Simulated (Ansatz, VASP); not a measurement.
One calculation of NaCl, two programs

The input INCAR:

```
PREC = Accurate ; ENCUT = 520
EDIFF = 1E-7 ; ISMEAR = 0
SIGMA = 0.05 ; LREAL = F
LASPH = T ; NELM = 60
ALGO = Normal ; ISIF = 2
LWAVE = F ; LCHARG = F
GGA = PE ; NBANDS = 14
```

File KPOINTS:

```
regular mesh
0
Gamma
  8 8 8
```

The input POSCAR:

```
NaCl
1.0
    0.0000000000      2.6547656250      2.8317500000
    3.0087343750      0.0000000000      2.8317500000
    3.0087343750      2.6547656250      0.0000000000
Na Cl
1 1
Direct
    0.0000000000      0.0000000000      0.0000000000
    0.5000000000      0.5000000000      0.5000000000
```

Input for Ansatz:

```yaml
crystal:
  lattice:
    - [0.0, 2.654765625, 2.83175]
    - [3.008734375, 0.0, 2.83175]
    - [3.008734375, 2.654765625, 0.0]
  atoms:
    - { symbol: Na, position: [0.0, 0.0, 0.0] }
    - { symbol: Cl, position: [0.5, 0.5, 0.5] }
basis:
  ecutwfc: 420
kpoints:
  mp_grid: { grid: [8, 8, 8] }
hamiltonian:
  xc: pbe
scf:
  occupations: { method: gaussian, width: 0.05 }
output:
  forces: true
  stress: true
  eigenvalues: true
```

Change from the starting cell: strain +0.0625 x Voigt [1, -1, 0, 0, 0, 0], atoms carried along.

Alike in both runs: task single point; functional PBE; k mesh 8 × 8 × 8; occupations gaussian, width 0.05 eV; no spin polarisation.

|  | VASP | Ansatz |
| --- | --- | --- |
| version | VASP 6.6.1 | Ansatz 0.2.0 |
| potentials or method | VASP PAW PBE potentials, release 64 (Na_pv, Cl), cutoff 520 eV | scalar-relativistic, plane waves, PAW |
| valence electrons in the cell | 14 | 16 |

Ansatz gave:

- gap on the k mesh at the Fermi level (eV): 5.06
- least direct gap on the mesh (eV): 5.06
- pressure (GPa): 1.3
- traceless stress, the component that is largest in VASP (GPa): 3.02

Task: Which values does VASP return?

Result: gap on the k mesh at the Fermi level (eV): 5.06; least direct gap on the mesh (eV): 5.06; pressure (GPa): 1.3; traceless stress, the component that is largest in VASP (GPa): 3.05.

VASP's potentials hold 14 valence electrons a cell and Ansatz's 16, so a difference there can come from the potentials and not from the codes.
